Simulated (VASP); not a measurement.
# Ti3Se (P-6m2) in VASP: further runs, part 2 of 2

VASP 6.6.1.

**3. Single point, PBE**

INCAR

```
SYSTEM = Ti3Se
PREC = Accurate
ENCUT = 520
EDIFF = 1E-6
ISMEAR = 0
SIGMA = 0.1
LREAL = .False.
LASPH = .True.
NELM = 100
ALGO = Normal
ISIF = 2
LWAVE = .False.
LCHARG = .False.
GGA = PE
NBANDS = 29
```

KPOINTS

```
Automatic mesh
0
Gamma
  18 18 6
  0 0 0
```

POSCAR

```
Ti3Se
1.0
    3.1969511367      0.0000000029      0.0000000000
   -1.5984755708      2.7686408976      0.0000000000
    0.0000000000      0.0000000000      7.9532778689
Ti Se
3 1
Direct
    0.3333333333      0.6666666667      0.2271903372
    0.3333333333      0.6666666667      0.7728096628
    0.6666666667      0.3333333333      0.5000000000
    0.0000000000      0.0000000000      0.0000000000
```

Potentials or basis: VASP PAW PBE potentials, release 64 (Ti_sv, Se).

Started as:

```console
> cat potpaw_PBE.64/Ti_sv/POTCAR potpaw_PBE.64/Se/POTCAR > POTCAR
> mpirun -np 1 vasp_std > vasp.out
```

OUTCAR:

```text
SYSTEM = Ti3Se
   PREC = Accurate
   ENCUT = 520
   EDIFF = 1E-6
   ISMEAR = 0
   LREAL = .False.
   LASPH = .True.
   NELM = 100
   ISIF = 2
   GGA = PE

 ion  position               nearest neighbor table
   1  0.333  0.667  0.227-   4 2.58   4 2.58   4 2.58   3 2.85   3 2.85   3 2.85
   2  0.333  0.667  0.773-   4 2.58   4 2.58   4 2.58   3 2.85   3 2.85   3 2.85
   3  0.667  0.333  0.500-   1 2.85   2 2.85   1 2.85   2 2.85   1 2.85   2 2.85
   4  0.000  0.000  0.000-   1 2.58   2 2.58   1 2.58   2 2.58   1 2.58   2 2.58

  LATTYP: Found a hexagonal cell.
 ALAT       =     3.1969511367
 C/A-ratio  =     2.4877696057

  Lattice vectors:

 A1 = (   3.1969511367,   0.0000000029,   0.0000000000)
 A2 = (  -1.5984755708,   2.7686408976,   0.0000000000)
 A3 = (   0.0000000000,   0.0000000000,   7.9532778689)

Analysis of symmetry for initial positions (statically):
=====================================================================
 Subroutine PRICEL returns:
 Original cell was already a primitive cell.

 Routine SETGRP: Setting up the symmetry group for a
 hexagonal supercell.

 Subroutine GETGRP returns: Found 12 space group operations
 (whereof 12 operations were pure point group operations)
 out of a pool of 24 trial point group operations.

The static configuration has the point symmetry D_3h.

Analysis of symmetry for dynamics (positions and initial velocities):
=====================================================================
 Subroutine PRICEL returns:
 Original cell was already a primitive cell.

 Routine SETGRP: Setting up the symmetry group for a
 hexagonal supercell.

 Subroutine GETGRP returns: Found 12 space group operations
 (whereof 12 operations were pure point group operations)
 out of a pool of 24 trial point group operations.

The dynamic configuration has the point symmetry D_3h.

 Subroutine INISYM returns: Found 12 space group operations
 (whereof 12 operations are pure point group operations),
 and found     1 'primitive' translations

----------------------------------------------------------------------------------------

                                     Primitive cell

  volume of cell :      70.3961

  direct lattice vectors                    reciprocal lattice vectors
     3.196951137  0.000000003  0.000000000     0.312798024  0.180594024  0.000000000
    -1.598475571  2.768640898  0.000000000    -0.000000000  0.361188047  0.000000000
     0.000000000  0.000000000  7.953277869     0.000000000  0.000000000  0.125734322

  length of vectors
     3.196951137  3.196951137  7.953277869     0.361188047  0.361188047  0.125734322

  position of ions in fractional coordinates (direct lattice)
     0.333333333  0.666666667  0.227190337
     0.333333333  0.666666667  0.772809663
     0.666666667  0.333333333  0.500000000
     0.000000000  0.000000000  0.000000000

  ion indices of the primitive-cell ions
   primitive index   ion index
                 1           1
                 2           2
                 3           3
                 4           4

----------------------------------------------------------------------------------------

 KPOINTS: Automatic mesh

Automatic generation of k-mesh.
 Grid dimensions read from file:
 generate k-points for:   18   18    6

 Generating k-lattice:

  Cartesian coordinates                     Fractional coordinates (reciprocal lattice)
     0.017377668  0.010033001  0.000000000     0.055555556  0.000000000  0.000000000
    -0.000000000  0.020066003  0.000000000     0.000000000  0.055555556  0.000000000
     0.000000000  0.000000000  0.020955720     0.000000000  0.000000000  0.166666667

  Length of vectors
     0.020066003  0.020066003  0.020955720

  Shift w.r.t. Gamma in fractional coordinates (k-lattice)
     0.000000000  0.000000000  0.000000000

 Subroutine IBZKPT returns following result:
 ===========================================

 Found    148 irreducible k-points:

 Following reciprocal coordinates:
            Coordinates               Weight
  0.000000  0.000000  0.000000      1.000000
  0.055556  0.000000  0.000000      6.000000
  0.111111  0.000000  0.000000      6.000000
  0.166667  0.000000  0.000000      6.000000
  0.222222  0.000000  0.000000      6.000000
  0.277778  0.000000  0.000000      6.000000
[... 16 lines left out ...]
  0.333333  0.111111  0.000000     12.000000
  0.388889  0.111111  0.000000     12.000000
 [... further k-points ...]
   k-points           NKPTS =    148   k-points in BZ     NKDIM =    148   number of bands    NBANDS=     29
   number of dos      NEDOS =    301   number of ions     NIONS =      4
   total plane-waves  NPLWV =  34560
   dimension x,y,z NGX =    24 NGY =   24 NGZ =   60
   dimension x,y,z NGXF=    48 NGYF=   48 NGZF=  120
   ions per type =               3   1
   NGX,Y,Z   is equivalent  to a cutoff of  12.48, 12.48, 12.54 a.u.
   NGXF,Y,Z  is equivalent  to a cutoff of  24.96, 24.96, 25.08 a.u.
 SYSTEM =  Ti3Se
   PREC   = accura    normal or accurate (medium, high low for compatibility)
   ISTART =      0    job   : 0-new  1-cont  2-samecut
   ICHARG =      2    charge: 1-file 2-atom 10-const
   ISPIN  =      1    spin polarized calculation?
   LNONCOLLINEAR =      F non collinear calculations
   LSORBIT =      F    spin-orbit coupling
   LASPH  =      T    aspherical Exc in radial PAW
   ENCUT  =  520.0 eV  38.22 Ry    6.18 a.u.   5.94  5.94 14.79*2*pi/ulx,y,z
   NELM   =    100;   NELMIN=  2; NELMDL= -5     # of ELM steps
   EDIFF  = 0.1E-05   stopping-criterion for ELM
   LREAL  =      F    real-space projection
[... 7 lines left out ...]
   TEBEG  =    0.0;   TEEND  =   0.0 temperature during run
   PSTRESS=    0.0 pullay stress
   NELECT =      42.0000    total number of electrons
   NUPDOWN=      -1.0000    fix difference up-down
   EMIN   =  10.00;   EMAX   =-10.00  energy-range for DOS
   EFERMI =   0.00;   METHOD = LEGACY
   ISMEAR =     0;   SIGMA  =   0.10  broadening in eV -4-tet -1-fermi 0-gaus
   EFERMI_NEDOS =   21; number of points for ismear=-14 and -15
   IALGO  =     38    algorithm
   IMIX   =      4    mixing-type and parameters
     AMIX     =   0.40;   BMIX     =  1.00
     AMIX_MAG =   1.60;   BMIX_MAG =  1.00
  volume/ion in A,a.u.               =      17.60       118.76
  Fermi-wavevector in a.u.,A,eV,Ry     =   1.378188  2.604397 25.842920  1.899401
  Thomas-Fermi vector in A             =   2.503272
   LORBIT       =      0    0 simple, 1 ext, 2 COOP (PROOUT), +10 PAW based schemes
   GGA     = PE    functional components
   LHFCALC =     F    Hartree Fock is set to
   AEXX    =    0.0000 exact exchange contribution
   IVDW    =     0    specifies the selected vdW correction
   LEPSILON=     F    determine dielectric tensor
   LRPA    =     F    only Hartree local field effects (RPA)
 non-spin polarized calculation
 Gauss-broadening in eV      SIGMA  =   0.10
  energy-cutoff  :      520.00
  volume of cell :       70.40
 maximum number of plane-waves:      1926
 NGX is ok and might be reduce to    24
   NGX = 11   NGY = 11   NGZ = 29

 number of electron      42.0000001 magnetization

 Free energy of the ion-electron system (eV)
  ---------------------------------------------------
  ext. energy  EPLUGINS =         0.00000000
  ---------------------------------------------------
  free energy    TOTEN  =       -28.87852177 eV

  energy without entropy =      -28.86332903  energy(sigma->0) =      -28.87092540

 E-fermi :   8.0521     XC(G=0): -11.3453

 val. band max:        8.0492276574   @ k =   0.1111   0.0556   0.5000
 cond. band min:       8.0585915448   @ k =   0.1111   0.0556   0.3333
 fundamental gap:      0.0093638874
 Fermi energy:         8.0521259175

 k-point     1 :       0.0000    0.0000    0.0000
  band No.  band energies     occupation
      1     -48.9983      2.00000
      2     -48.9787      2.00000
      3     -48.8255      2.00000
      4     -25.4754      2.00000
      5     -25.3838      2.00000
      6     -25.1012      2.00000
[... 21 lines left out ...]
     28       9.7166      0.00000
     29       9.7166      0.00000
[... 705 lines left out ...]
 k-point    24 :       0.3889    0.1111    0.0000
  band No.  band energies     occupation
      1     -48.9568      2.00000
      2     -48.9528      2.00000
      3     -48.8166      2.00000
      4     -25.4275      2.00000
      5     -25.3763      2.00000
      6     -25.2999      2.00000
[... 21 lines left out ...]
     28      10.5379      0.00000
     29      10.7620      0.00000

 [... further k-points ...]

------------------------ aborting loop because EDIFF is reached ----------------------------------------

  FORCE on cell =-STRESS in cart. coord.  units (eV):
  Direction    XX          YY          ZZ          XY          YZ          ZX
  --------------------------------------------------------------------------------------
  -------------------------------------------------------------------------------------
  Total        0.0076663      0.0076663      0.0134867      0.0000000     -0.0000000      0.0000000
  in kB        0.1744800      0.1744800      0.3069495      0.0000000     -0.0000000      0.0000000
  external PRESSURE =       0.2186365 kB  Pullay stress =       0.0000000 kB

 VOLUME and BASIS-vectors are now :
 -----------------------------------------------------------------------------
  energy-cutoff  :      520.00
  volume of cell :       70.40
      direct lattice vectors                 reciprocal lattice vectors
     3.196951137  0.000000003  0.000000000     0.312798024  0.180594024  0.000000000
    -1.598475571  2.768640898  0.000000000    -0.000000000  0.361188047  0.000000000
     0.000000000  0.000000000  7.953277869     0.000000000  0.000000000  0.125734322

 POSITION                                       TOTAL-FORCE (eV/Angst)
 -----------------------------------------------------------------------------------
     -0.00000      1.84576      1.80691         0.000000      0.000000      0.021566
     -0.00000      1.84576      6.14637         0.000000      0.000000     -0.021566
      1.59848      0.92288      3.97664        -0.000000      0.000000     -0.000000
      0.00000      0.00000      0.00000         0.000000     -0.000000     -0.000000
 -----------------------------------------------------------------------------------
    total drift:                                0.000000     -0.000000     -0.000000

  FREE ENERGIE OF THE ION-ELECTRON SYSTEM (eV)
  ---------------------------------------------------
  free  energy   TOTEN  =       -28.8785217746 eV

  energy  without entropy=      -28.8633290299  energy(sigma->0) =      -28.87092540
```

Wall time 1.8 min (1 thread of Intel Xeon 6975P-C (Granite Rapids), shared host); peak memory 0.36 GiB.

Results:

```yaml
Free_energy: -28.8785 eV
Pressure: 0.0 GPa
Largest_force: 0.022 eV/Å
Band_gap_on_the_k_mesh: zero (bands 21 and 22 overlap by 0.68 eV)
```

Forces in eV/Å, atoms in the order of the input:
```
Ti   0.000  0.000  0.022
Ti   0.000  0.000 -0.022
Ti   0.000  0.000  0.000
Se   0.000  0.000  0.000
```

Levels at points of the mesh, in eV from the Fermi level:
```
           k point  band 17  band 18  band 19  band 20  band 21  band 22  band 23  band 24  band 25  band 26
(0.00, 0.00, 0.00)    -1.32    -1.32    -0.18     0.16     0.16     0.30     0.30     0.91     1.05     1.40
(0.50, 0.00, 0.00)    -2.10    -1.78    -1.57    -0.67    -0.46     0.20     0.80     0.83     2.27     2.47
(0.00, 0.00, 0.50)    -1.40    -1.40    -0.65     0.39     0.39     0.56     0.60     0.60     1.01     1.01
(0.50, 0.00, 0.50)    -2.06    -1.56    -1.51    -0.91    -0.86     0.59     0.85     1.00     1.21     2.50
```

**4. Relaxation of cell and atoms, PBE**

INCAR

```
SYSTEM = Ti3Se
PREC     = Accurate       ! precision mode
ENCUT    = 600            ! plane-wave cutoff, eV
EDIFF    = 1E-6           ! SCF threshold, eV
ISMEAR   = 0              ! smearing method
SIGMA    = 0.1            ! smearing width, eV
LREAL    = .False.        ! projectors in reciprocal space
LASPH    = .True.         ! aspherical terms in the spheres
NELM     = 80             ! most SCF steps
ALGO     = Normal         ! electronic algorithm
ISIF     = 3              ! what is computed and relaxed
LWAVE    = .False.        ! write WAVECAR
LCHARG   = .False.        ! write CHGCAR
GGA      = PE             ! functional
IBRION   = 2              ! ionic algorithm
NSW      = 100            ! ionic steps
EDIFFG   = -0.01          ! ionic threshold
```

KPOINTS is that of step 3.

POSCAR

```
Ti3Se
1.0
    3.1974456500      0.0000000000      0.0000000000
   -1.5987228300      2.7690691600      0.0000000000
    0.0000000000      0.0000000000      7.9427452100
Ti Se
3 1
Direct
    0.3333333300      0.6666666700      0.2270980000
    0.3333333300      0.6666666700      0.7729020000
    0.6666666700      0.3333333300      0.5000000000
    0.0000000000      0.0000000000      0.0000000000
```

Started as:

```console
> cat potpaw_PBE.64/Ti_sv/POTCAR potpaw_PBE.64/Se/POTCAR > POTCAR
> mpirun -np 1 vasp_std > vasp.out
```

Wall time 6.3 min (1 thread of Intel Xeon 6975P-C (Granite Rapids), shared host); peak memory 0.44 GiB.

Results (log left out):

* Free energy: -28.8785 eV
* Relaxed volume: 17.60 Å³/atom
* Relaxed cell: a = 3.197 Å, b = 3.197 Å, c = 7.953 Å, α = 90.00°, β = 90.00°, γ = 120.00°
* Space group after relaxing (to 0.1 Å): P-6m2 (No. 187)
* Energy gained by relaxing: 0.0 meV/atom
* Ionic steps: 4
* Pressure after relaxing: 0.0 GPa
* Largest force after relaxing: 0.006 eV/Å
* Band gap on the k mesh: zero (bands 21 and 22 overlap by 0.68 eV)

Forces in eV/Å, atoms in the order of the input:
```
Ti   0.000  0.000  0.006
Ti   0.000  0.000 -0.006
Ti   0.000  0.000  0.000
Se   0.000  0.000  0.000
```

Step by step:
| step | energy change (eV) | largest force (eV/Å) | pressure (GPa) | volume (Å³) |
| --- | --- | --- | --- | --- |
| 1 | 0.0000 | 0.0344 | 0.16 | 70.32 |
| 2 | -0.0001 | 0.0058 | -0.17 | 70.51 |
| 3 | -0.0001 | 0.0161 | -0.07 | 70.45 |
| 4 | -0.0002 | 0.0062 | -0.02 | 70.40 |

Final structure:
```cif
data_structure
_symmetry_space_group_name_H-M 'P 1'
_symmetry_Int_Tables_number 1
_cell_length_a 3.1971
_cell_length_b 3.1971
_cell_length_c 7.9532
_cell_angle_alpha 90.000
_cell_angle_beta 90.000
_cell_angle_gamma 120.000
_cell_volume 70.40
loop_
_atom_site_label
_atom_site_type_symbol
_atom_site_fract_x
_atom_site_fract_y
_atom_site_fract_z
_atom_site_occupancy
Ti1 Ti 0.33333 0.66667 0.22736 1
Ti2 Ti 0.33333 0.66667 0.77264 1
Ti3 Ti 0.66667 0.33333 0.50000 1
Se1 Se 0.00000 0.00000 0.00000 1
```

Levels at points of the mesh, in eV from the Fermi level:
```csv
k point,band 19,band 20,band 21,band 22,band 23,band 24
"(0.00, 0.00, 0.00)",-0.19,0.16,0.16,0.30,0.30,0.91
"(0.50, 0.00, 0.00)",-1.57,-0.67,-0.46,0.20,0.80,0.83
"(0.00, 0.00, 0.50)",-0.65,0.39,0.39,0.57,0.60,0.60
"(0.50, 0.00, 0.50)",-1.51,-0.91,-0.86,0.59,0.85,1.00
```

**5. Overview**

| task | spin | cell | k mesh | cutoff (eV) | gap on the mesh (eV) | pressure (GPa) | largest force (eV/Å) |
| --- | --- | --- | --- | --- | --- | --- | --- |
| single point | collinear | a = 3.197, b = 3.197, c = 7.943 Å, angles 90.0, 90.0, 120.0°, 4 atoms | 6 × 6 × 2 | 520 | none | 0.2 | 0.01 |
| single point | off | a = 3.197, b = 3.197, c = 7.953 Å, angles 90.0, 90.0, 120.0°, 4 atoms | 18 × 18 × 6 | 520 | none | 0.0 | 0.02 |
| relaxation of cell and atoms | off | relaxed from a = 3.197, b = 3.197, c = 7.943 Å, angles 90.0, 90.0, 120.0°, 4 atoms | 18 × 18 × 6 | 600 | none | 0.0 | 0.01 |

Alike in all rows: level PBE; potentials or basis VASP PAW PBE potentials, release 64 (Ti_sv, Se); smearing gaussian 0.1 eV.

Caveats: some runs use coarse meshes.

Total energies depend on the potentials used, so only differences within one code and one set of settings carry meaning.
